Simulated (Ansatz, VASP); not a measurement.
## Two plane-wave programs on ScTlH6

File POSCAR:

```
ScTlH6
1.0
    2.8442143952      1.6421079484      2.3220779433
   -2.8442143952      1.6421079484      2.3220779433
    0.0000000000     -3.2842158917      2.3220779469
Sc Tl H
1 1 6
Direct
    0.0000000000      0.0000000000      0.0000000000
    0.5000000000      0.5000000000      0.5000000000
    0.5000064708      0.0000080258      0.1409128553
    0.0000080258      0.1409128553      0.5000064708
    0.8590871447      0.4999935292      0.9999919742
    0.9999919742      0.8590871447      0.4999935292
    0.4999935292      0.9999919742      0.8590871447
    0.1409128553      0.5000064708      0.0000080258
```

The input INCAR.step1:

```
PREC     = Accurate       # precision mode
ENCUT    = 520            # plane-wave cutoff, eV
ISMEAR   = -1             # smearing method
SIGMA    = 0.03           # smearing width, eV
LREAL    = F              # projectors in reciprocal space
LASPH    = T              # aspherical terms in the spheres
NELM     = 100            # most SCF steps
NBANDS   = 25             # bands
GGA      = PE             # functional
ALGO     = Normal         # electronic algorithm
EDIFF    = 1E-4           # SCF threshold, eV
LWAVE    = T              # write WAVECAR
LCHARG   = F              # write CHGCAR
```

The input INCAR.step2:

```
PREC     = Accurate       # precision mode
ENCUT    = 520            # plane-wave cutoff, eV
EDIFF    = 1E-6           # SCF threshold, eV
ISMEAR   = -1             # smearing method
SIGMA    = 0.03           # smearing width, eV
LREAL    = F              # projectors in reciprocal space
LASPH    = T              # aspherical terms in the spheres
NELM     = 100            # most SCF steps
ALGO     = Normal         # electronic algorithm
ISIF     = 2              # what is computed and relaxed
LWAVE    = F              # write WAVECAR
LCHARG   = F              # write CHGCAR
METAGGA  = R2SCAN         # meta-GGA
LMIXTAU  = T            
LUSE_VDW = T            
IVDW_NL  = 2            
BPARAM   = 11.95        
CPARAM   = 0.0093       
NBANDS   = 25             # bands
ISTART   = 1
```

File KPOINTS:

```
regular mesh
0
Gamma
  8 8 8
```

Input for Ansatz:

```yaml
crystal:
  lattice:
    - [2.8442143952, 1.6421079484, 2.3220779433]
    - [-2.8442143952, 1.6421079484, 2.3220779433]
    - [0.0, -3.2842158917, 2.3220779469]
  atoms:
    - { symbol: Sc, position: [0.0, 0.0, 0.0] }
    - { symbol: Tl, position: [0.5, 0.5, 0.5] }
    - { symbol: H, position: [0.5000064708, 8.0258e-06, 0.1409128553] }
    - { symbol: H, position: [8.0258e-06, 0.1409128553, 0.5000064708] }
    - { symbol: H, position: [0.8590871447, 0.4999935292, 0.9999919742] }
    - { symbol: H, position: [0.9999919742, 0.8590871447, 0.4999935292] }
    - { symbol: H, position: [0.4999935292, 0.9999919742, 0.8590871447] }
    - { symbol: H, position: [0.1409128553, 0.5000064708, 8.0258e-06] }
kpoints:
  mp_grid: { grid: [8, 8, 8] }
  band_path:
    path:
      - [0.0, 0.0, 0.0]
      - [3.06308e-05, 0.0, -0.4999999991]
      - [6.12597e-05, -0.5, -0.4999693701]
      - [0.5000612578, -0.5, -0.4999693701]
      - [3.06289e-05, -0.5, 3.06289e-05]
    npoints: 1
hamiltonian:
  xc: r2scan
  dispersion: rvv10
scf:
  occupations: { method: fermi_dirac, width: 0.03 }
  n_extra_bands: 6
output:
  forces: true
  stress: true
  eigenvalues: true
  write_density: true
  write_potential: true
  elf: true
  volumetric_format: npy
```

Alike in both runs: task single point; functional r2SCAN; dispersion rVV10; k mesh 8 × 8 × 8; occupations fermi-dirac, width 0.03 eV; no spin polarisation.

|  | VASP | Ansatz |
| --- | --- | --- |
| version | VASP 6.6.1 | Ansatz 0.2.0 |
| potentials or method | VASP PAW PBE potentials, release 64 (Sc_sv, Tl_d, H) | plane waves, PAW |
| plane-wave cutoff (eV) | 520 | 500 |
| valence electrons in the cell | 30 | 30 |

|  | VASP | Ansatz | Ansatz less VASP |
| --- | --- | --- | --- |
| pressure (GPa) | 0.4 | 0.0 | -0.32 |
| rms of the force components (eV/Å) | 0.006 | 0.002 | -0.0042 |

VASP's potentials were made for PBE, not for r2SCAN. Atom by atom the forces differ by 0.004 eV/Å (rms over components).

Spin-orbit coupling is off throughout.
